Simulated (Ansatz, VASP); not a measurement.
## One calculation of AlN, two programs

```
CELL_PARAMETERS angstrom
4.40252 0.00000 0.00000
0.00000 -4.40252 0.00000
0.00000 0.00000 -4.40252
ATOMIC_POSITIONS crystal
Al 0.91905 0.14310 0.91905
Al 0.50000 0.50000 0.00000
Al 0.50000 0.00000 0.50000
Al 0.00000 0.50000 0.50000
N 0.75000 0.75000 0.75000
N 0.25000 0.25000 0.75000
N 0.25000 0.75000 0.25000
N 0.75000 0.25000 0.25000
```

Alike in both runs: task single point; functional PBE; k mesh 6 × 6 × 6; occupations gaussian, width 0.05 eV; no spin polarisation.

|  | VASP | Ansatz |
| --- | --- | --- |
| version | VASP 6.6.1 | Ansatz 0.2.0 |
| potentials or method | VASP PAW PBE potentials, release 64 (Al, N), cutoff 520 eV | scalar-relativistic, plane waves, PAW |
| valence electrons in the cell | 32 | 32 |

|  | VASP | Ansatz | Ansatz less VASP |
| --- | --- | --- | --- |
| gap on the k mesh at the Fermi level (eV) | none | none | - |
| pressure (GPa) | 9.1 | 9.2 | +0.11 |
| traceless stress, the component that is largest in VASP (GPa) | -9.26 | -9.23 | +0.032 |
| rms of the force components (eV/Å) | 2.221 | 2.218 | -0.0034 |

Atom by atom the forces differ by 0.013 eV/Å (rms over components). A gap of «none» marks a metal or a gap that the smearing closes.
